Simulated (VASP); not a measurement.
Here is a VASP 6.6.1 calculation.

INCAR

```
ALGO = Normal ; EDIFF = 1E-6
ENCUT = 520 ; GGA = PE
ISIF = 2 ; ISMEAR = -1
LASPH = True ; LCHARG = True
LELF = True ; LREAL = Auto
LVHAR = True ; LWAVE = False
NBANDS = 52 ; NELECT = 74.0
NELM = 80 ; PREC = Accurate
SIGMA = 0.05
```

File KPOINTS:

```
k-points
0
Gamma
  2 2 2
```

Contents of POSCAR:

```
CuSi16
1.0
    0.0000000000      5.4300000000      5.4300000000
    5.4300000000      0.0000000000      5.4300000000
    5.4300000000      5.4300000000      0.0000000000
Si Cu
16 1
Direct
    0.0200421731     -0.0074712707     -0.0060097606
    0.1324747698      0.1218804788      0.1250712707
   -0.0067759669      0.0114021179      0.4978953039
    0.1323776243      0.1218792818      0.6211470534
   -0.0033822284      0.4954378453      0.0116645488
    0.1336548803      0.6191011050      0.1238681400
   -0.0034246777      0.4954344383      0.4967206262
    0.0903806630      0.6351506446      0.6374751381
    0.5046622468      0.0049209945      0.0009815838
    0.6488900552      0.1154071823      0.1181211786
    0.5045946593      0.0047797422      0.4899169429
    0.6188183241      0.1484290055      0.6166588398
    0.5061638122      0.4885151934      0.0027455801
    0.6226163904      0.6173891344      0.1411751381
    0.4621487109      0.5185019337      0.5096632597
    0.6225709024      0.6171370166      0.6191690608
    0.6671837937      0.7822558011      0.7752963168
```

Potentials or basis: VASP PAW PBE potentials, release 64 (Si, Cu).

The run is started by

```bash
$ cat potpaw_PBE.64/Si/POTCAR potpaw_PBE.64/Cu/POTCAR > POTCAR
$ mpirun -np 1 vasp_std > vasp.out
```

Q: Predict the largest force.

A: 0.028 eV/Å.

Forces on the atoms (eV/Å):
```
Si   0.001 -0.003 -0.002
Si   0.001  0.000  0.004
Si  -0.002  0.006 -0.008
Si  -0.004 -0.001  0.006
Si  -0.002 -0.001 -0.004
Si  -0.004  0.004  0.004
Si   0.003  0.003 -0.005
Si   0.003 -0.005  0.027
Si   0.003  0.011 -0.010
Si   0.006 -0.005  0.003
Si  -0.007 -0.003 -0.011
Si  -0.003 -0.004  0.010
Si   0.000  0.002 -0.005
Si   0.018 -0.009  0.006
Si  -0.011  0.014 -0.005
Si   0.009 -0.023  0.009
Cu  -0.011  0.014 -0.018
```

Caveat: the k points lie up to 0.50 Å⁻¹ apart; the cell carries a net charge on a neutralising background, which shifts energy and pressure.
